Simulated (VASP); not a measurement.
# BP (F-43m) in VASP: further runs, part 3 of 3

VASP 6.6.1.

## Step 5: Single point, PBEsol

This run uses another cell than the first one, of 11.68 Å³/atom, 1.093 times its volume.

File INCAR:

```
SYSTEM = BP
PREC     = Accurate       ! precision mode
ENCUT    = 520            ! plane-wave cutoff, eV
EDIFF    = 1E-7           ! SCF threshold, eV
ISMEAR   = 0              ! smearing method
SIGMA    = 0.01           ! smearing width, eV
LREAL    = .FALSE.        ! projectors in reciprocal space
LASPH    = .TRUE.         ! aspherical terms in the spheres
NELM     = 60             ! most SCF steps
ALGO     = Normal         ! electronic algorithm
ISIF     = 2              ! what is computed and relaxed
LWAVE    = .FALSE.        ! write WAVECAR
LCHARG   = .FALSE.        ! write CHGCAR
GGA      = PS             ! functional
NBANDS   = 11             ! bands
```

File KPOINTS:

```
Automatic mesh
0
G
  8 8 8
  0 0 0
```

File POSCAR:

```
BP
1.0
    2.2691347424      2.2691347424      0.0000000000
   -2.2691347424      2.2691347424      0.0000000000
    0.0000000000      2.2691347424      2.2691347424
B P
1 1
Direct
    0.0000000000      0.0000000000      0.0000000000
    0.7500000000      0.2500000000      0.5000000000
```

Potentials or basis: VASP PAW PBE potentials, release 64 (B, P).

Started as:

```sh
cat potpaw_PBE.64/B/POTCAR potpaw_PBE.64/P/POTCAR > POTCAR
mpirun -np 1 vasp_std > vasp.out
```

OUTCAR:

```text
SYSTEM = BP
   PREC = Accurate
   ENCUT = 520
   EDIFF = 1E-7
   ISMEAR = 0
   LREAL = .FALSE.
   LASPH = .TRUE.
   NELM = 60
   ISIF = 2
   GGA = PS

 ion  position               nearest neighbor table
   1  0.000  0.000  0.000-   2 1.97   2 1.97   2 1.97   2 1.97
   2  0.750  0.250  0.500-   1 1.97   1 1.97   1 1.97   1 1.97

  LATTYP: Found a face centered cubic cell.
 ALAT       =     4.5382694848

  Lattice vectors:

 A1 = (   0.0000000000,   2.2691347424,   2.2691347424)
 A2 = (   2.2691347424,   0.0000000000,   2.2691347424)
 A3 = (   2.2691347424,   2.2691347424,   0.0000000000)

Analysis of symmetry for initial positions (statically):
=====================================================================
 Subroutine PRICEL returns:
 Original cell was already a primitive cell.

 Routine SETGRP: Setting up the symmetry group for a
 face centered cubic supercell.

 Subroutine GETGRP returns: Found 24 space group operations
 (whereof 24 operations were pure point group operations)
 out of a pool of 48 trial point group operations.

The static configuration has the point symmetry T_d .

Analysis of symmetry for dynamics (positions and initial velocities):
[... 171 lines left out ...]
      4       7.4043      2.00000
      5      10.7604      0.00000
      6      10.7604      0.00000
      7      10.7604      0.00000
      8      14.7443      0.00000
      9      18.6451      0.00000
     10      19.5248      0.00000
     11      19.5248      0.00000
[... 309 lines left out ...]
 k-point    24 :       0.5000    0.2500    0.1250
  band No.  band energies     occupation
      1      -4.0832      2.00000
      2      -1.0926      2.00000
      3       2.8453      2.00000
      4       4.2554      2.00000
      5      11.5028      0.00000
      6      12.5365      0.00000
      7      15.6775      0.00000
      8      17.1241      0.00000
      9      17.7601      0.00000
     10      21.7744      0.00000
     11      24.0663      0.00000

 [... further k-points ...]

------------------------ aborting loop because EDIFF is reached ----------------------------------------

  FORCE on cell =-STRESS in cart. coord.  units (eV):
  Direction    XX          YY          ZZ          XY          YZ          ZX
  --------------------------------------------------------------------------------------
  -------------------------------------------------------------------------------------
  Total       -0.2726145     -0.2726145     -0.2726145      0.0000000      0.0000000     -0.0000000
  in kB      -18.6916952    -18.6916952    -18.6916952      0.0000000      0.0000000     -0.0000000
  external PRESSURE =     -18.6916952 kB  Pullay stress =       0.0000000 kB

 VOLUME and BASIS-vectors are now :
 -----------------------------------------------------------------------------
  energy-cutoff  :      520.00
  volume of cell :       23.37
      direct lattice vectors                 reciprocal lattice vectors
     2.269134742  2.269134742  0.000000000     0.220348308  0.220348308 -0.220348308
    -2.269134742  2.269134742  0.000000000    -0.220348308  0.220348308 -0.220348308
     0.000000000  2.269134742  2.269134742     0.000000000  0.000000000  0.440696615

 POSITION                                       TOTAL-FORCE (eV/Angst)
 -----------------------------------------------------------------------------------
      0.00000      0.00000      0.00000        -0.000000     -0.000000      0.000000
      1.13457      3.40370      1.13457         0.000000      0.000000     -0.000000
 -----------------------------------------------------------------------------------
    total drift:                                0.000000      0.000000     -0.000000

  FREE ENERGIE OF THE ION-ELECTRON SYSTEM (eV)
  ---------------------------------------------------
  free  energy   TOTEN  =       -13.6701783414 eV

  energy  without entropy=      -13.6701783414  energy(sigma->0) =      -13.67017834
```

OSZICAR:

```text
N       E                     dE             d eps       ncg     rms          rms(c)
DAV:   1     0.866661644094E+01    0.86666E+01   -0.39979E+03   638   0.656E+02
DAV:   2    -0.136908878918E+02   -0.22358E+02   -0.21398E+02   836   0.109E+02
DAV:   3    -0.143765223527E+02   -0.68563E+00   -0.68408E+00   811   0.167E+01
DAV:   4    -0.143790804193E+02   -0.25581E-02   -0.25578E-02   732   0.120E+00
DAV:   5    -0.143790925740E+02   -0.12155E-04   -0.12155E-04   799   0.830E-02    0.702E+00
DAV:   6    -0.137785064974E+02    0.60059E+00   -0.12920E+00   713   0.483E+00    0.375E+00
DAV:   7    -0.136793768774E+02    0.99130E-01   -0.23623E-01   788   0.239E+00    0.122E+00
DAV:   8    -0.136699776038E+02    0.93993E-02   -0.25299E-02   744   0.890E-01    0.167E-01
DAV:   9    -0.136701145907E+02   -0.13699E-03   -0.69222E-04   716   0.179E-01    0.101E-01
DAV:  10    -0.136701741344E+02   -0.59544E-04   -0.10745E-04   706   0.635E-02    0.211E-02
DAV:  11    -0.136701780299E+02   -0.38955E-05   -0.57047E-06   776   0.142E-02    0.254E-02
DAV:  12    -0.136701783768E+02   -0.34689E-06   -0.20634E-06   718   0.646E-03    0.101E-02
DAV:  13    -0.136701783414E+02    0.35454E-07   -0.52665E-08   430   0.160E-03
   1 F= -.13670178E+02 E0= -.13670178E+02  d E =-.144128E-32
```

Run time: 3.5 s. Hardware: 1 thread of Intel Xeon Platinum 8488C (Sapphire Rapids), shared host; peak memory 0.13 GiB.

Results:

```yaml
Free_energy: -13.6702 eV
Pressure: -1.9 GPa
Band_gap_on_the_k_mesh: 1.16 eV, indirect (least direct gap 3.36 eV)
```

Caveat: the PAW data sets were made with another functional, which shifts forces and pressure a little. A hybrid or GW would open this gap; PBEsol tends to underestimate it.

## Step 6: Single point, PBEsol

This run uses another cell than the first one, of 11.68 Å³/atom, 1.093 times its volume.

File INCAR:

```
ALGO = Normal ; EDIFF = 1E-6
ENCUT = 520 ; GGA = PS
ISIF = 2 ; ISMEAR = 0
LASPH = True ; LCHARG = False
LREAL = False ; LWAVE = False
NBANDS = 11 ; NELM = 60
PREC = Accurate ; SIGMA = 0.01
```

File KPOINTS:

```
k-points
0
Gamma
  8 8 8
```

POSCAR is that of step 5.

Potentials or basis: VASP PAW PBE potentials, release 64 (B, P).

Started as:

```sh
cat potpaw_PBE.64/B/POTCAR potpaw_PBE.64/P/POTCAR > POTCAR
mpirun -np 1 vasp_std > vasp.out
```

Wall time 3.3 s (1 thread of Intel Xeon Platinum 8488C (Sapphire Rapids), shared host); peak memory 0.13 GiB.

It converged, with:

- Free energy: -13.6702 eV
- Pressure: -1.9 GPa
- Band gap on the k mesh: 1.16 eV, indirect (least direct gap 3.36 eV)

Levels at points of the mesh, in eV from the valence-band top:
```tsv
k point	band 2	band 3	band 4	band 5	band 6	band 7
(0.00, 0.00, 0.00)	0.00	0.00	0.00	3.36	3.36	3.36
(0.50, 0.00, 0.00)	-9.10	-1.77	-1.77	3.73	4.65	4.65
(0.50, 0.50, 0.00)	-8.60	-4.15	-4.15	1.23	1.52	12.09
```

Caveat: the PAW data sets were made with another functional, which shifts forces and pressure a little. A k mesh can miss the band edges.

## Step 7: Overview

```csv
cell,gap on the mesh (eV),pressure (GPa)
"a = 3.116 Å, angles 60.0, 60.0, 90.0°, 2 atoms",1.05,15.1
"a = 3.196 Å, angles 60.0, 60.0, 90.0°, 2 atoms",1.15,0.1
"a = 3.209 Å, angles 60.0, 60.0, 90.0°, 2 atoms",1.16,-1.9
```

Alike in all rows: task single point; level PBEsol; potentials or basis VASP PAW PBE potentials, release 64 (B, P); no spin polarisation; k mesh 8 × 8 × 8; cutoff (eV) 520; smearing gaussian 0.01 eV.

Caveats: the PAW data sets were made with another functional, which shifts forces and pressure a little.

Total energies depend on the potentials used, so only differences within one code and one set of settings carry meaning.
